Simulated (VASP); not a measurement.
The system is SnSe2.

```
Sn Se
1.0
     3.81100    0.00000    0.00000
    -1.90550    3.30042    0.00000
     0.00000    0.00000    6.13600
Sn Se
1 2
Cartesian
  0.0000 0.0000 0.0000
  0.0000 2.2003 1.5279
  1.9055 1.1001 4.6081
```

Program: VASP 6.6.1. Alike in all runs: task single point; level PBE; potentials or basis VASP PAW PBE potentials, release 64 (Sn_d, Se); no spin polarisation; cell as given; cutoff (eV) 520; smearing gaussian 0.01 eV. Hardware: 1 thread of AMD EPYC 9R45 (Zen 5), on a shared host.

Q: Order these runs on this cell by their wall time, lowest first.
A. k mesh 12 × 12 × 4
B. k mesh 3 × 3 × 2
C. k mesh 6 × 6 × 4

A: B (12 s), C (28 s), A (76 s).

Caveats: some runs use coarse meshes.
